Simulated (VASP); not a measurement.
**NaCaI3: single point with PBE**

Crystal: NaCaI3.

```xyz
5
Lattice="6.3097 0.0000 0.0000 0.0000 6.3097 0.0000 0.0000 0.0000 6.0638" Properties=species:S:1:pos:R:3 pbc="T T T"
Na    0.0000    0.0000    0.0000
Ca    3.1548    3.1548    3.0319
I     3.1548    3.1548    0.0000
I     3.1548    0.0000    3.0319
I     0.0000    3.1548    3.0319
```

This cell differs from its parent crystal: epitaxial xy strain +3.0%.

```
Program                : VASP 6.6.1
Task                   : single point
Functional             : PBE
Potentials or basis    : VASP PAW PBE potentials, release 64 (Na_pv, Ca_sv, I)
Cutoff                 : 520 eV
k mesh                 : 4 × 4 × 4
Occupations            : fermi-dirac, width 0.02 eV
Spin                   : no spin polarisation
Dipole correction      : no
Further INCAR settings : ALGO = Normal; EDIFF = 1e-06; NBANDS = 27
```

```json
{
  "Pressure": "-0.5 GPa",
  "Band gap on the k mesh": "2.39 eV, indirect (least direct gap 2.73 eV)"
}
```

Stress tensor (GPa, compression positive):
```
-0.78  0.00  0.00
 0.00 -0.78  0.00
 0.00  0.00  0.19
```

Levels at points of the mesh, in eV from the valence-band top:
```
           k point  band 16  band 17  band 18  band 19  band 20  band 21  band 22  band 23
(0.00, 0.00, 0.00)    -0.58    -0.35    -0.34    -0.34     2.39     3.76     3.76     3.80
(0.50, 0.00, 0.00)    -0.92    -0.73    -0.43    -0.41     3.52     3.82     4.42     4.61
(0.50, 0.50, 0.00)    -1.01    -0.90    -0.90    -0.08     3.63     4.65     4.65     4.77
(0.00, 0.00, 0.50)    -1.05    -0.74    -0.46    -0.46     3.64     3.88     4.28     4.61
(0.50, 0.00, 0.50)    -0.96    -0.96    -0.93    -0.01     3.56     4.62     4.73     4.86
(0.50, 0.50, 0.50)    -1.28    -0.07     0.00     0.00     2.78     5.14     5.19     5.19
```

Wall time 60 s on 1 thread of AMD EPYC 9R45 96-Core Processor (Zen 5) (shared host), peak memory 0.35 GiB.

Caveat: the cell differs from its parent crystal (epitaxial xy strain +3.0%); spin-orbit coupling is left out, which moves the levels of the heavy elements. A k mesh can miss the band edges.
